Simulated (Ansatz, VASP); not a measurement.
## Sb: VASP beside Ansatz

INCAR

```
  PREC = Accurate
  ENCUT = 500
  EDIFF = 1E-6
  ISMEAR = 0
  SIGMA = 0.15
  LREAL = F
  LASPH = T
  NELM = 120
  ALGO = Normal
  ISIF = 2
  LWAVE = F
  LCHARG = F
  GGA = CA
  NBANDS = 22
  GGA_COMPAT = F
```

File KPOINTS:

```
Automatic mesh
0
Gamma
  15 15 15
```

POSCAR

```
Sb
1.0
    2.1506003320      1.2416496806      3.7440000000
   -2.1506003320      1.2416496806      3.7440000000
    0.0000000000     -2.4832993611      3.7440000000
Sb
2
Direct
    0.2336400000      0.2336400000      0.2336400000
    0.7663600000      0.7663600000      0.7663600000
```

Input for Ansatz:

```yaml
crystal:
  lattice:
    - [2.150600332, 1.2416496806, 3.744]
    - [-2.150600332, 1.2416496806, 3.744]
    - [0.0, -2.4832993611, 3.744]
  atoms:
    - { symbol: Sb, position: [0.23364, 0.23364, 0.23364] }
    - { symbol: Sb, position: [0.76636, 0.76636, 0.76636] }
basis:
  ecutwfc: 420
kpoints:
  mp_grid: { grid: [15, 15, 15] }
hamiltonian:
  xc: lda
scf:
  occupations: { method: gaussian, width: 0.15 }
output:
  forces: true
  stress: true
  eigenvalues: true
```

Alike in both runs: task single point; functional LDA; k mesh 15 × 15 × 15; occupations gaussian, width 0.15 eV; no spin polarisation.

|  | VASP | Ansatz |
| --- | --- | --- |
| version | VASP 6.6.1 | Ansatz 0.2.0 |
| potentials or method | VASP PAW LDA potentials, release 64 (Sb_d_GW), cutoff 500 eV | scalar-relativistic, plane waves, PAW |
| valence electrons in the cell | 30 | 30 |

Ansatz gave:

```
gap on the k mesh at the Fermi level (eV)                     : none
pressure (GPa)                                                : -0.8
traceless stress, the component that is largest in VASP (GPa) : -0.23
rms of the force components (eV/Å)                            : 0.047
```

Q: What did VASP give for the same quantities?

A: gap on the k mesh at the Fermi level (eV): none; pressure (GPa): -0.8; traceless stress, the component that is largest in VASP (GPa): -0.26; rms of the force components (eV/Å): 0.056.

LDA's correlation is that of Perdew and Zunger in VASP and of Perdew and Wang (1992) in Ansatz. Atom by atom the forces differ by 0.009 eV/Å (rms over components). A gap of «none» marks a metal or a gap that the smearing closes.

Spin-orbit coupling is off throughout.
